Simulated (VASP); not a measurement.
Runs of VASP 6.6.1 on TaMoAu. The structure is that of space group P4/mmm (No. 123), or close to it. The cells are those of the table. 

```csv
task,cell,k mesh,cutoff (eV),gap on the mesh (eV),pressure (GPa),relaxed volume (Å³/atom)
single point,"a = 3.591, b = 3.591, c = 5.282 Å, 3 atoms",4 × 4 × 4,520,none,0.2,-
single point,"a = 3.579, b = 3.579, c = 5.299 Å, 3 atoms",14 × 14 × 10,520,none,0.2,-
single point,"a = 3.862, b = 3.862, c = 4.411 Å, 3 atoms",4 × 4 × 4,520,none,(a),-
relaxation of cell and atoms,"relaxed from a = 3.862, b = 3.862, c = 4.411 Å, 3 atoms",4 × 4 × 4,600,none,0.0,22.76
relaxation of cell and atoms,"relaxed from a = 3.579, b = 3.579, c = 5.305 Å, 3 atoms",14 × 14 × 10,600,none,0.0,22.66
```

Alike in all rows: level PBE; potentials or basis VASP PAW PBE potentials, release 64 (Ta_pv, Mo_sv, Au); no spin polarisation; smearing gaussian 0.1 eV.

Task: Fill in the values left out.

Result: (a) 16.9.

Caveats: some runs use coarse meshes; spin-orbit coupling is left out, which moves the levels of the heavy elements.

A k mesh can miss the band edges, and the runs leave out spin-orbit coupling on Au, Mo, Ta.

A gap of «none» marks levels without a gap at the run's occupations.
